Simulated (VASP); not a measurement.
A run of VASP 6.6.1 is set up as follows.

The input INCAR:

```
SYSTEM = LaTlO2
  PREC = Accurate
  ENCUT = 520
  EDIFF = 1E-7
  ISMEAR = 0
  SIGMA = 0.01
  LREAL = .FALSE.
  LASPH = .TRUE.
  NELM = 60
  ALGO = Normal
  ISIF = 2
  LWAVE = .FALSE.
  LCHARG = .TRUE.
  GGA = PE
  LELF = .TRUE.
  LVHAR = .TRUE.
  NBANDS = 46
```

KPOINTS

```
regular mesh
0
G
  6 6 6
  0 0 0
```

File POSCAR:

```
LaTlO2
1.0
   -2.6163545660      2.6163545660      6.0070579019
    2.6163545660     -2.6163545660      6.0070579019
    2.6163545660      2.6163545660     -6.0070579019
Tl O La
2 4 2
Direct
    0.7500000000      0.2500000000      0.5000000000
    0.0000000000      0.0000000000      0.0000000000
    0.4520396072     -0.0479603928      0.5000000000
    0.7020396072      0.7020396072      0.0000000000
    0.0479603928      0.5479603928      0.5000000000
    0.2979603928      0.2979603928      0.0000000000
    0.2500000000      0.7500000000      0.5000000000
    0.5000000000      0.5000000000      0.0000000000
```

Potentials or basis: VASP PAW PBE potentials, release 64 (Tl_d, O, La).

Run with:

```sh
$ cat potpaw_PBE.64/Tl_d/POTCAR potpaw_PBE.64/O/POTCAR potpaw_PBE.64/La/POTCAR > POTCAR
$ mpirun -np 1 vasp_std > vasp.out
```

(1) What does it give for the band gap on the k mesh?

(2) What does it give for the largest force?

(3) Estimate the pressure.

Results:

(1) 1.17 eV (least direct gap 1.54 eV).

(2) 0.210 eV/Å.

(3) -4.6 GPa.

Caveat: the cell stands under tension; spin-orbit coupling is left out, which moves the levels of the heavy elements.
